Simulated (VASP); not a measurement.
A run of VASP 6.6.1 is set up as follows.

File INCAR:

```
SYSTEM = Ta
ALGO = Normal
EDIFF = 1E-7
ENCUT = 520
GGA = PE
ISIF = 2
ISMEAR = -1
LASPH = .TRUE.
LCHARG = .FALSE.
LREAL = .FALSE.
LWAVE = .FALSE.
NBANDS = 12
NELM = 60
PREC = Accurate
SIGMA = 0.05
```

KPOINTS

```
k-points
0
G
  10 10 10
  0 0 0
```

POSCAR

```
Ta
1.0
   -1.6512800000      1.6512800000      1.5852288000
    1.6512800000     -1.6512800000      1.5852288000
    1.6512800000      1.6512800000     -1.5852288000
Ta
1
Direct
    0.0000000000      0.0000000000      0.0000000000
```

Potentials or basis: VASP PAW PBE potentials, release 64 (Ta_pv).

Run with:

```console
$ cat potpaw_PBE.64/Ta_pv/POTCAR > POTCAR
$ mpirun -np 1 vasp_std > vasp.out
```

(1) Estimate the pressure.

Results:

(1) 14.0 GPa.
